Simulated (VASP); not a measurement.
Input of a VASP 6.6.1 run:

File INCAR:

```
  PREC = Accurate
  ENCUT = 500
  EDIFF = 1E-6
  ISMEAR = 0
  SIGMA = 0.1
  LREAL = False
  LASPH = True
  NELM = 120
  ALGO = Normal
  ISIF = 2
  LWAVE = False
  LCHARG = False
  NBANDS = 16
  GGA_COMPAT = False
```

The input KPOINTS:

```
Automatic mesh
0
Gamma
  14 14 14
```

The input POSCAR:

```
AlRh
1.0
    2.9483805281      0.0000000000      0.0000000000
    0.0000000000      2.9483805281      0.0000000000
    0.0000000000      0.0000000000      2.9483805281
Rh Al
1 1
Direct
    0.0000000000      0.0000000000      0.0000000000
    0.5000000000      0.5000000000      0.5000000000
```

Potentials or basis: VASP PAW LDA potentials, release 64 (Rh_pv, Al).

The run is started by

```bash
$ cat potpaw_LDA.64/Rh_pv/POTCAR potpaw_LDA.64/Al/POTCAR > POTCAR
$ mpirun -np 1 vasp_std > vasp.out
```

(1) Predict the band gap on the k mesh.

(2) What does it give for the pressure?

## Answers

(1) zero (band 9 reaches 13.95 eV, above the bottom of band 10 at 11.36 eV).

(2) 0.7 GPa.
